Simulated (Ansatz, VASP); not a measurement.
# Sb: VASP beside Ansatz

The input INCAR:

```
PREC     = Accurate       # precision mode
ENCUT    = 500            # plane-wave cutoff, eV
EDIFF    = 1E-6           # SCF threshold, eV
ISMEAR   = 1              # smearing method
SIGMA    = 0.1            # smearing width, eV
LREAL    = F              # projectors in reciprocal space
LASPH    = T              # aspherical terms in the spheres
NELM     = 120            # most SCF steps
ALGO     = Normal         # electronic algorithm
ISIF     = 2              # what is computed and relaxed
LWAVE    = F              # write WAVECAR
LCHARG   = T              # write CHGCAR
GGA      = PS             # functional
LELF     = T              # ELF
LVHAR    = T            
NBANDS   = 12             # bands
GGA_COMPAT= F
```

Contents of KPOINTS:

```
regular mesh
0
Gamma
  6 4 4
```

File POSCAR:

```
Sb
1.0
    3.1224020000      0.0000000000      0.0000000000
    0.0000000000      4.3475180000      0.0000000000
   -0.0389150000      0.0000000000      4.4058520000
Sb
2
Direct
    0.9886110000      0.7500000000      0.7588340000
    0.0113890000      0.2500000000      0.2411660000
```

Input for Ansatz:

```yaml
crystal:
  lattice:
    - [3.122402, 0.0, 0.0]
    - [0.0, 4.347518, 0.0]
    - [-0.038915, 0.0, 4.405852]
  atoms:
    - { symbol: Sb, position: [0.988611, 0.75, 0.758834] }
    - { symbol: Sb, position: [0.011389, 0.25, 0.241166] }
kpoints:
  mp_grid:
    grid: [6, 4, 4]
hamiltonian:
  xc: pbesol
  pseudopotentials:
    kind: all_electron
    lapw: {}
scf:
  convergence:
    dr2_threshold: 1.0e-08
  occupations:
    method: cold
    width: 0.1
output:
  forces: true
  stress: true
  eigenvalues: true
```

Alike in both runs: task single point; functional PBEsol; k mesh 6 × 4 × 4; no spin polarisation.

|  | VASP | Ansatz |
| --- | --- | --- |
| version | VASP 6.6.1 | Ansatz 0.2.0 |
| potentials or method | VASP PAW PBE potentials, release 64 (Sb), cutoff 500 eV | all-electron (LAPW or listed datasets) |
| occupations | methfessel-paxton of order 1, width 0.1 eV | cold, width 0.1 eV |

|  | VASP | Ansatz | Ansatz less VASP |
| --- | --- | --- | --- |
| gap on the k mesh at the Fermi level (eV) | none | none | - |
| pressure (GPa) | -1.7 | -1.8 | -0.06 |
| traceless stress, the component that is largest in VASP (GPa) | -4.16 | -4.21 | -0.054 |
| rms of the force components (eV/Å) | 0.038 | 0.031 | -0.0071 |

VASP's potentials were made for PBE, not for PBEsol. Atom by atom the forces differ by 0.008 eV/Å (rms over components). A gap of «none» marks a metal or a gap that the smearing closes. Ansatz ran all-electron here, and VASP with PAW potentials.

The k mesh is coarse, so the values compare programs but aren't converged. Spin-orbit coupling is off throughout.
